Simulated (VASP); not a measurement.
# Zr2BiP2 (I4/mmm) in VASP: further runs

Zr2BiP2 is run at these levels: PBE; tasks: single point, relaxation of cell and atoms.

Program: VASP 6.6.1. These are calculated values, not measurements. Logs are shortened: lines on timing, memory, paths and dates and some standing lists are left out, and cuts for length are marked.

**1. The cell of the first run**

It takes space group I4/mmm (No. 139, tetragonal). The conventional cell has a = 4.179 Å, b = 4.179 Å, c = 10.965 Å, α = 90.00°, β = 90.00°, γ = 90.00°. Zr (site symmetry -4m2) has 4 P at 2.49 Å and 4 Zr at 2.95 Å within 3.3 Å. Bi (site symmetry 4/mmm) has 10 P at 3.26 to 4.10 Å and 8 Zr at 3.45 Å and 4 Bi at 4.18 Å within 4.3 Å. Within 3.3 Å of P (site symmetry 4mm) lie 4 Zr at 2.49 Å and 1 P at 2.76 Å and 4 Bi at 3.26 Å.

**2. Single point, PBE**

The input, INCAR:

```
SYSTEM = Zr2BiP2
  ALGO = Normal
  EDIFF = 1E-6
  ENCUT = 500
  GGA = PE
  GGA_COMPAT = .FALSE.
  ISIF = 2
  ISMEAR = 0
  LASPH = .TRUE.
  LCHARG = .TRUE.
  LELF = .TRUE.
  LREAL = .FALSE.
  LVHAR = .TRUE.
  LWAVE = .FALSE.
  NBANDS = 32
  NELM = 120
  PREC = Accurate
  SIGMA = 0.1
```

The input, KPOINTS:

```
k-points
0
G
  6 6 6
  0 0 0
```

The input, POSCAR:

```
Zr2BiP2
1.0
   -2.0894969710      2.0894969710      5.4823435378
    2.0894969710     -2.0894969710      5.4823435378
    2.0894969710      2.0894969710     -5.4823435378
Zr Bi P
2 1 2
Direct
    0.2500000000      0.7500000000      0.5000000000
    0.7500000000      0.2500000000      0.5000000000
    0.0000000000      0.0000000000      0.0000000000
    0.6260000000      0.6260000000      0.0000000000
    0.3740000000      0.3740000000      0.0000000000
```

Potentials or basis: VASP PAW PBE potentials, release 64 (Zr_sv, Bi_d, P).

Command:

```console
$ cat potpaw_PBE.64/Zr_sv/POTCAR potpaw_PBE.64/Bi_d/POTCAR potpaw_PBE.64/P/POTCAR > POTCAR
$ mpirun -np 1 vasp_std > vasp.out
```

OUTCAR:

```text
SYSTEM = Zr2BiP2
   EDIFF = 1E-6
   ENCUT = 500
   GGA = PE
   ISIF = 2
   ISMEAR = 0
   LASPH = .TRUE.
   LREAL = .FALSE.
   NELM = 120
   PREC = Accurate

 ion  position               nearest neighbor table
   1  0.250  0.750  0.500-   5 2.49   4 2.49   5 2.49   4 2.49   2 2.95   2 2.95   2 2.95   2 2.95
                             3 3.45   3 3.45   3 3.45   3 3.45
   2  0.750  0.250  0.500-   5 2.49   4 2.49   5 2.49   4 2.49   1 2.95   1 2.95   1 2.95   1 2.95
                             3 3.45   3 3.45   3 3.45   3 3.45
   3  0.000  0.000  0.000-   4 3.26   4 3.26   4 3.26   5 3.26   4 3.26   5 3.26   5 3.26   5 3.26
                             1 3.45   2 3.45   2 3.45   1 3.45   2 3.45   1 3.45   1 3.45   2 3.45
   4  0.626  0.626  0.000-   1 2.49   2 2.49   1 2.49   2 2.49   5 2.76   3 3.26   3 3.26   3 3.26
                             3 3.26
   5  0.374  0.374  0.000-   1 2.49   2 2.49   1 2.49   2 2.49   4 2.76   3 3.26   3 3.26   3 3.26
                             3 3.26

  LATTYP: Found a body centered tetragonal cell.
 ALAT       =     4.1789939420
 C/A-ratio  =     2.6237623763

  Lattice vectors:

 A1 = (  -2.0894969710,   2.0894969710,   5.4823435378)
 A2 = (   2.0894969710,  -2.0894969710,   5.4823435378)
 A3 = (   2.0894969710,   2.0894969710,  -5.4823435378)

Analysis of symmetry for initial positions (statically):
=====================================================================
 Subroutine PRICEL returns:
 Original cell was already a primitive cell.

 Routine SETGRP: Setting up the symmetry group for a
 body centered tetragonal supercell.

 Subroutine GETGRP returns: Found 16 space group operations
 (whereof 16 operations were pure point group operations)
 out of a pool of 16 trial point group operations.

The static configuration has the point symmetry D_4h.

Analysis of symmetry for dynamics (positions and initial velocities):
=====================================================================
 Subroutine PRICEL returns:
 Original cell was already a primitive cell.

 Routine SETGRP: Setting up the symmetry group for a
 body centered tetragonal supercell.

 Subroutine GETGRP returns: Found 16 space group operations
 (whereof 16 operations were pure point group operations)
 out of a pool of 16 trial point group operations.

The dynamic configuration has the point symmetry D_4h.

 Subroutine INISYM returns: Found 16 space group operations
 (whereof 16 operations are pure point group operations),
 and found     1 'primitive' translations

----------------------------------------------------------------------------------------

                                     Primitive cell

  volume of cell :      95.7436

  direct lattice vectors                    reciprocal lattice vectors
    -2.089496971  2.089496971  5.482343538     0.000000000  0.239292043  0.091201873
     2.089496971 -2.089496971  5.482343538     0.239292043  0.000000000  0.091201873
     2.089496971  2.089496971 -5.482343538     0.239292043  0.239292043  0.000000000

  length of vectors
     6.228008177  6.228008177  6.228008177     0.256082924  0.256082924  0.338410053

  position of ions in fractional coordinates (direct lattice)
     0.250000000  0.750000000  0.500000000
     0.750000000  0.250000000  0.500000000
     0.000000000  0.000000000  0.000000000
     0.626000000  0.626000000  0.000000000
     0.374000000  0.374000000  0.000000000

  ion indices of the primitive-cell ions
   primitive index   ion index
                 1           1
                 2           2
                 3           3
                 4           4
                 5           5

----------------------------------------------------------------------------------------

 KPOINTS: k-points

Automatic generation of k-mesh.
 Grid dimensions read from file:
 generate k-points for:    6    6    6

 Generating k-lattice:

  Cartesian coordinates                     Fractional coordinates (reciprocal lattice)
     0.000000000  0.039882007  0.015200312     0.166666667  0.000000000  0.000000000
     0.039882007  0.000000000  0.015200312     0.000000000  0.166666667  0.000000000
     0.039882007  0.039882007  0.000000000     0.000000000  0.000000000  0.166666667

  Length of vectors
     0.042680487  0.042680487  0.056401676

  Shift w.r.t. Gamma in fractional coordinates (k-lattice)
     0.000000000  0.000000000  0.000000000

 Subroutine IBZKPT returns following result:
 ===========================================

 Found     30 irreducible k-points:

 Following reciprocal coordinates:
            Coordinates               Weight
  0.000000  0.000000  0.000000      1.000000
  0.166667  0.000000 -0.000000      8.000000
  0.333333  0.000000 -0.000000      8.000000
  0.500000  0.000000 -0.000000      4.000000
  0.166667  0.166667 -0.000000      8.000000
  0.333333  0.166667 -0.000000     16.000000
[... 16 lines left out ...]
 -0.333333 -0.333333  0.166667      8.000000
 -0.166667 -0.333333  0.166667      8.000000
 [... further k-points ...]
   k-points           NKPTS =     30   k-points in BZ     NKDIM =     30   number of bands    NBANDS=     32
   number of dos      NEDOS =    301   number of ions     NIONS =      5
   total plane-waves  NPLWV = 110592
   dimension x,y,z NGX =    48 NGY =   48 NGZ =   48
   dimension x,y,z NGXF=    96 NGYF=   96 NGZF=   96
   ions per type =               2   1   2
   NGX,Y,Z   is equivalent  to a cutoff of  12.81, 12.81, 12.81 a.u.
   NGXF,Y,Z  is equivalent  to a cutoff of  25.63, 25.63, 25.63 a.u.
 SYSTEM =  Zr2BiP2
   PREC   = accura    normal or accurate (medium, high low for compatibility)
   ISTART =      0    job   : 0-new  1-cont  2-samecut
   ICHARG =      2    charge: 1-file 2-atom 10-const
   ISPIN  =      1    spin polarized calculation?
   LNONCOLLINEAR =      F non collinear calculations
   LSORBIT =      F    spin-orbit coupling
   LASPH  =      T    aspherical Exc in radial PAW
   ENCUT  =  500.0 eV  36.75 Ry    6.06 a.u.  11.36 11.36 11.36*2*pi/ulx,y,z
   NELM   =    120;   NELMIN=  2; NELMDL= -5     # of ELM steps
   EDIFF  = 0.1E-05   stopping-criterion for ELM
   LREAL  =      F    real-space projection
   EDIFFG = 0.1E-04   stopping-criterion for IOM
   NSW    =      0    number of steps for IOM
   IBRION =     -1    ionic relax: 0-MD 1-quasi-New 2-CG
   NFREE  =      0    steps in history (QN), initial steepest desc. (CG)
   ISIF   =      2    stress and relaxation
   ISYM   =      2    0-nonsym 1-usesym 2-fastsym
   POTIM  = 0.5000    time-step for ionic-motion
   TEBEG  =    0.0;   TEEND  =   0.0 temperature during run
   PSTRESS=    0.0 pullay stress
   NELECT =      49.0000    total number of electrons
   NUPDOWN=      -1.0000    fix difference up-down
   EMIN   =  10.00;   EMAX   =-10.00  energy-range for DOS
   EFERMI =   0.00;   METHOD = LEGACY
   ISMEAR =     0;   SIGMA  =   0.10  broadening in eV -4-tet -1-fermi 0-gaus
   EFERMI_NEDOS =   21; number of points for ismear=-14 and -15
   IALGO  =     38    algorithm
   IMIX   =      4    mixing-type and parameters
     AMIX     =   0.40;   BMIX     =  1.00
     AMIX_MAG =   1.60;   BMIX_MAG =  1.00
  volume/ion in A,a.u.               =      19.15       129.22
  Fermi-wavevector in a.u.,A,eV,Ry     =   1.309494  2.474585 23.330935  1.714775
  Thomas-Fermi vector in A             =   2.440089
   LORBIT       =      0    0 simple, 1 ext, 2 COOP (PROOUT), +10 PAW based schemes
   GGA     = PE    functional components
   LHFCALC =     F    Hartree Fock is set to
   AEXX    =    0.0000 exact exchange contribution
   IVDW    =     0    specifies the selected vdW correction
   LEPSILON=     F    determine dielectric tensor
   LRPA    =     F    only Hartree local field effects (RPA)
 non-spin polarized calculation
 Gauss-broadening in eV      SIGMA  =   0.10
  energy-cutoff  :      500.00
  volume of cell :       95.74
 maximum number of plane-waves:      2459
 NGX is ok and might be reduce to    48
   NGX = 23   NGY = 23   NGZ = 23

 number of electron      49.0000000 magnetization

 Free energy of the ion-electron system (eV)
  ---------------------------------------------------
  ext. energy  EPLUGINS =         0.00000000
  ---------------------------------------------------
  free energy    TOTEN  =       -32.81827236 eV

  energy without entropy =      -32.79458839  energy(sigma->0) =      -32.80643038

 E-fermi :  10.0038     XC(G=0): -11.3414

 val. band max:        9.9893518932   @ k =  -0.3333   0.1667   0.0000
 cond. band min:      10.0617226006   @ k =   0.3333   0.3333   0.1667
 fundamental gap:      0.0723707074
 Fermi energy:        10.0037749914

 k-point     1 :       0.0000    0.0000    0.0000
  band No.  band energies     occupation
      1     -38.4678      2.00000
      2     -38.2115      2.00000
      3     -17.0113      2.00000
      4     -17.0113      2.00000
      5     -16.8202      2.00000
      6     -16.4782      2.00000
[... 24 lines left out ...]
     31      13.4929      0.00000
     32      14.4430      0.00000

 k-point     2 :       0.1667    0.0000   -0.0000
  band No.  band energies     occupation
      1     -38.4505      2.00000
      2     -38.2285      2.00000
      3     -16.9680      2.00000
      4     -16.9506      2.00000
      5     -16.7940      2.00000
      6     -16.4994      2.00000
[... 24 lines left out ...]
     31      13.7671      0.00000
     32      14.0735      0.00000
[... 733 lines left out ...]
     31      13.7360      0.00000
     32      14.4577      0.00000

 k-point    24 :      -0.1667   -0.3333    0.1667
  band No.  band energies     occupation
      1     -38.4505      2.00000
      2     -38.2285      2.00000
      3     -16.9677      2.00000
      4     -16.9501      2.00000
      5     -16.7969      2.00000
      6     -16.4985      2.00000
[... 24 lines left out ...]
     31      14.0164      0.00000
     32      14.6249      0.00000

 [... further k-points ...]

------------------------ aborting loop because EDIFF is reached ----------------------------------------

  FORCE on cell =-STRESS in cart. coord.  units (eV):
  Direction    XX          YY          ZZ          XY          YZ          ZX
  --------------------------------------------------------------------------------------
  -------------------------------------------------------------------------------------
  Total       16.7092840     16.7092840      3.1971801      0.0000000      0.0000000      0.0000000
  in kB      279.6138586    279.6138586     53.5017452      0.0000000      0.0000000      0.0000000
  external PRESSURE =     204.2431542 kB  Pullay stress =       0.0000000 kB

 VOLUME and BASIS-vectors are now :
 -----------------------------------------------------------------------------
  energy-cutoff  :      500.00
  volume of cell :       95.74
      direct lattice vectors                 reciprocal lattice vectors
    -2.089496971  2.089496971  5.482343538     0.000000000  0.239292043  0.091201873
     2.089496971 -2.089496971  5.482343538     0.239292043  0.000000000  0.091201873
     2.089496971  2.089496971 -5.482343538     0.239292043  0.239292043  0.000000000

 POSITION                                       TOTAL-FORCE (eV/Angst)
 -----------------------------------------------------------------------------------
      2.08950      0.00000      2.74117         0.000000      0.000000      0.000000
      0.00000      2.08950      2.74117         0.000000      0.000000      0.000000
      0.00000      0.00000      0.00000         0.000000      0.000000      0.000000
      0.00000      0.00000      6.86389         0.000000      0.000000     -2.058492
      0.00000      0.00000      4.10079        -0.000000     -0.000000      2.058492
 -----------------------------------------------------------------------------------
    total drift:                                0.000000     -0.000000      0.000000

  FREE ENERGIE OF THE ION-ELECTRON SYSTEM (eV)
  ---------------------------------------------------
  free  energy   TOTEN  =       -32.8182723594 eV

  energy  without entropy=      -32.7945883914  energy(sigma->0) =      -32.80643038
```

It took 2.5 min on 1 thread of Oxide Virtual Turin-like, shared host; peak memory 0.33 GiB.

Results:

```
Free energy            : -32.8183 eV
Pressure               : 20.4 GPa
Largest force          : 2.058 eV/Å
Band gap on the k mesh : zero (an odd number of electrons rules out a gap without spin polarisation)
```

Forces in eV/Å, atoms in the order of the input:
```
Zr   0.000  0.000  0.000
Zr   0.000  0.000  0.000
Bi   0.000  0.000  0.000
P    0.000  0.000 -2.058
P    0.000  0.000  2.058
```

Levels at points of the mesh, in eV from the Fermi level:
| k point | band 22 | band 23 | band 24 | band 25 | band 26 | band 27 | band 28 | band 29 |
| --- | --- | --- | --- | --- | --- | --- | --- | --- |
| (0.00, 0.00, 0.00) | -1.67 | -1.67 | 1.20 | 1.37 | 1.63 | 1.63 | 1.66 | 3.16 |
| (0.50, 0.00, 0.00) | -1.88 | -0.97 | -0.59 | -0.23 | 0.40 | 1.24 | 1.39 | 1.64 |
| (0.50, 0.50, 0.00) | -2.23 | -1.79 | -0.22 | -0.05 | 0.21 | 0.60 | 2.08 | 3.04 |
| (0.50, 0.50, 0.50) | -3.27 | -2.04 | -1.31 | 0.41 | 0.94 | 0.94 | 1.49 | 4.57 |

Caveat: the stress differs along the axes, from 5 to 28 GPa; spin-orbit coupling is left out, which moves the levels of the heavy elements; forces of over 1 eV/Å act on the atoms, so gaps and moduli don't describe the material at rest.

**3. Single point, PBE**

This run uses another cell than the first one, of 20.76 Å³/atom.

The input, INCAR:

```
PREC = Accurate ; ENCUT = 500
EDIFF = 1E-6 ; ISMEAR = 0
SIGMA = 0.1 ; LREAL = False
LASPH = True ; NELM = 120
ALGO = Normal ; ISIF = 2
LWAVE = False ; LCHARG = False
GGA = PE ; NBANDS = 32
GGA_COMPAT = False
```

The input, KPOINTS:

```
regular mesh
0
Gamma
  6 6 6
```

The input, POSCAR:

```
Zr2BiP2
1.0
   -2.4754804074      2.4754804074      4.2344586715
    2.4754804074     -2.4754804074      4.2344586715
    2.4754804074      2.4754804074     -4.2344586715
Zr Bi P
2 1 2
Direct
    0.2500000000      0.7500000000      0.5000000000
    0.7500000000      0.2500000000      0.5000000000
    0.0000000000      0.0000000000      0.0000000000
    0.6329338547      0.6329338547      0.0000000000
    0.3670661453      0.3670661453      0.0000000000
```

Potentials or basis: VASP PAW PBE potentials, release 64 (Zr_sv, Bi_d, P).

Command:

```console
$ cat potpaw_PBE.64/Zr_sv/POTCAR potpaw_PBE.64/Bi_d/POTCAR potpaw_PBE.64/P/POTCAR > POTCAR
$ mpirun -np 1 vasp_std > vasp.out
```

Run time: 77 s. Hardware: 1 thread of Oxide Virtual Turin-like, shared host; peak memory 0.26 GiB.

Results (log left out):

- Free energy: -35.7259 eV
- Pressure: 0.0 GPa
- Largest force: 0.029 eV/Å
- Band gap on the k mesh: zero (an odd number of electrons rules out a gap without spin polarisation)

Forces on the atoms (eV/Å):
```
Zr   0.000  0.000  0.000
Zr   0.000  0.000  0.000
Bi   0.000  0.000  0.000
P    0.000  0.000 -0.029
P    0.000  0.000  0.029
```

Stress tensor (GPa, compression positive):
```
 0.03  0.00  0.00
 0.00  0.03  0.00
 0.00  0.00 -0.16
```

Levels at points of the mesh, in eV from the Fermi level:
```tsv
k point	band 22	band 23	band 24	band 25	band 26	band 27
(0.00, 0.00, 0.00)	-1.96	-1.80	-0.22	-0.22	0.95	1.63
(0.50, 0.00, 0.00)	-2.30	-1.62	-0.83	-0.25	-0.06	0.84
(0.50, 0.50, 0.00)	-2.35	-2.03	-1.50	1.18	1.19	1.67
(0.50, 0.50, 0.50)	-1.59	-1.34	-0.91	-0.91	-0.67	0.81
```

Caveat: spin-orbit coupling is left out, which moves the levels of the heavy elements.

**4. Relaxation of cell and atoms, PBE**

The input, INCAR:

```
SYSTEM = Zr2BiP2
ALGO = Normal
EDIFF = 1E-7
EDIFFG = -0.04
ENCUT = 500
GGA = PE
GGA_COMPAT = .False.
IBRION = 2
ISIF = 3
ISMEAR = 0
LASPH = .True.
LCHARG = .False.
LREAL = .False.
LWAVE = .False.
NELM = 120
NELMIN = 4
NSW = 90
PREC = Accurate
SIGMA = 0.1
```

The input, KPOINTS:

```
k-points
0
Gamma
  6 6 6
  0 0 0
```

The input, POSCAR:

```
Zr2BiP2
1.0
   -2.0894969710      2.0894969710      5.4823435378
    2.0894969710     -2.0894969710      5.4823435378
    2.0894969710      2.0894969710     -5.4823435378
Zr Bi P
2 1 2
Direct
    0.2500000000      0.7500000000      0.5000000000
    0.7500000000      0.2500000000      0.5000000000
    0.0000000000      0.0000000000      0.0000000000
    0.6260000000      0.6260000000      0.0000000000
    0.3740000000      0.3740000000      0.0000000000
```

Command:

```console
$ cat potpaw_PBE.64/Zr_sv/POTCAR potpaw_PBE.64/Bi_d/POTCAR potpaw_PBE.64/P/POTCAR > POTCAR
$ mpirun -np 1 vasp_std > vasp.out
```

Run time: 24 min. Hardware: 1 thread of Oxide Virtual Turin-like, shared host; peak memory 0.36 GiB.

It converged, with:

- Free energy: -35.7140 eV
- Relaxed volume: 20.76 Å³/atom
- Relaxed cell: a = 5.499 Å, b = 5.499 Å, c = 5.499 Å, α = 126.56°, β = 126.56°, γ = 78.96°
- Space group after relaxing (to 0.1 Å): I4/mmm (No. 139)
- Energy gained by relaxing: 579.1 meV/atom
- Ionic steps: 11
- Pressure after relaxing: -0.1 GPa
- Largest force after relaxing: 0.004 eV/Å
- Band gap on the k mesh: zero (an odd number of electrons rules out a gap without spin polarisation)

Forces on the atoms (eV/Å):
```
Zr   0.000  0.000  0.000
Zr   0.000  0.000  0.000
Bi   0.000  0.000  0.000
P    0.000  0.000  0.004
P    0.000  0.000 -0.004
```

Stress tensor (GPa, compression positive):
```
 0.00  0.00  0.00
 0.00  0.00  0.00
 0.00  0.00 -0.30
```

Step by step:
```tsv
step	energy change (eV)	largest force (eV/Å)	pressure (GPa)	volume (Å³)
1	0.0000	2.0584	20.42	95.74
2	-0.3563	1.5208	-13.82	133.08
3	-1.3333	0.3993	-3.42	113.66
4	-1.9747	0.4243	-3.84	111.47
5	-2.1987	4.7634	4.90	100.09
6	-2.5315	0.6269	-2.95	108.16
7	-2.7647	1.5949	-0.53	104.48
8	-2.8891	0.1987	1.33	102.56
9	-2.8920	0.0111	0.98	102.84
10	-2.8896	0.0041	-1.42	105.02
11	-2.8957	0.0044	-0.10	103.79
```

Final structure:
```yaml
crystal:
  lattice:
    - [-2.47246, 2.47246, 4.24444]
    - [2.47246, -2.47246, 4.24444]
    - [2.47246, 2.47246, -4.24444]
  atoms:
    - { symbol: Zr, position: [0.25000, 0.75000, 0.50000] }
    - { symbol: Zr, position: [0.75000, 0.25000, 0.50000] }
    - { symbol: Bi, position: [0.00000, 0.00000, 0.00000] }
    - { symbol: P, position: [0.63247, 0.63247, 0.00000] }
    - { symbol: P, position: [0.36753, 0.36753, 0.00000] }
```

Levels at points of the mesh, in eV from the Fermi level:
```
           k point  band 21  band 22  band 23  band 24  band 25  band 26  band 27  band 28
(0.00, 0.00, 0.00)    -1.96    -1.96    -1.80    -0.19    -0.19     0.96     1.64     1.87
(0.50, 0.00, 0.00)    -2.60    -2.31    -1.63    -0.84    -0.25    -0.06     0.84     2.34
(0.50, 0.50, 0.00)    -3.31    -2.34    -2.01    -1.49     1.18     1.19     1.68     1.76
(0.50, 0.50, 0.50)    -2.19    -1.59    -1.34    -0.90    -0.90    -0.67     0.77     1.81
```

Caveat: spin-orbit coupling is left out, which moves the levels of the heavy elements.

(Continued in part 2 of 2.)

The gap in the log of VASP goes by the Fermi energy; the results here count the filled bands.